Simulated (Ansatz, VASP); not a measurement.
# One calculation of MgO, two programs

```xyz
2
Lattice="0.0000 2.1022 2.1022 2.1022 0.0000 2.1022 2.1022 2.1022 0.0000" Properties=species:S:1:pos:R:3 pbc="T T T"
Mg    0.0000    0.0000    0.0000
O     2.1022    2.1022    2.1022
```

Alike in both runs: task single point; functional PBEsol; k mesh 8 × 8 × 8; no spin polarisation.

|  | VASP | Ansatz |
| --- | --- | --- |
| version | VASP 6.6.1 | Ansatz 0.2.0 |
| potentials or method | VASP PAW PBE potentials, release 64 (Mg, O) | plane waves, PAW |
| plane-wave cutoff (eV) | 520 | 420 |
| occupations | gaussian, width 0.01 eV | fixed |
| valence electrons in the cell | 8 | 16 |

|  | VASP | Ansatz | Ansatz less VASP |
| --- | --- | --- | --- |
| gap on the k mesh at the Fermi level (eV) | 4.69 | 4.69 | -0.001 |
| pressure (GPa) | 0.6 | 1.1 | +0.48 |

VASP's potentials were made for PBE, not for PBEsol. VASP's potentials hold 8 valence electrons a cell and Ansatz's 16, so a difference there can come from the potentials and not from the codes.
